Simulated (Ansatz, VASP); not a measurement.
Ru in VASP and in Ansatz

```xyz
2
Lattice="2.6739 0.0000 0.0000 -1.3369 2.3157 0.0000 0.0000 0.0000 4.2264" Properties=species:S:1:pos:R:3 pbc="T T T"
Ru    0.0000    1.5438    1.0566
Ru    1.3369    0.7719    3.1698
```

Alike in both runs: functional LDA; k mesh 18 × 18 × 10; occupations gaussian, width 0.1 eV; no spin polarisation.

Ansatz relaxed the structure, and its values are those at the end. VASP's run is a single point on that final structure, the one shown.

|  | VASP | Ansatz |
| --- | --- | --- |
| version | VASP 6.6.1 | Ansatz 0.2.0 |
| potentials or method | VASP PAW LDA potentials, release 64 (Ru_sv), cutoff 600 eV | scalar-relativistic, plane waves, PAW |
| valence electrons in the cell | 32 | 32 |

|  | VASP | Ansatz | Ansatz less VASP |
| --- | --- | --- | --- |
| gap on the k mesh at the Fermi level (eV) | none | none | - |
| pressure (GPa) | 0.7 | 0.0 | -0.68 |

LDA's correlation is that of Perdew and Zunger in VASP and of Perdew and Wang (1992) in Ansatz. A gap of «none» marks a metal or a gap that the smearing closes.
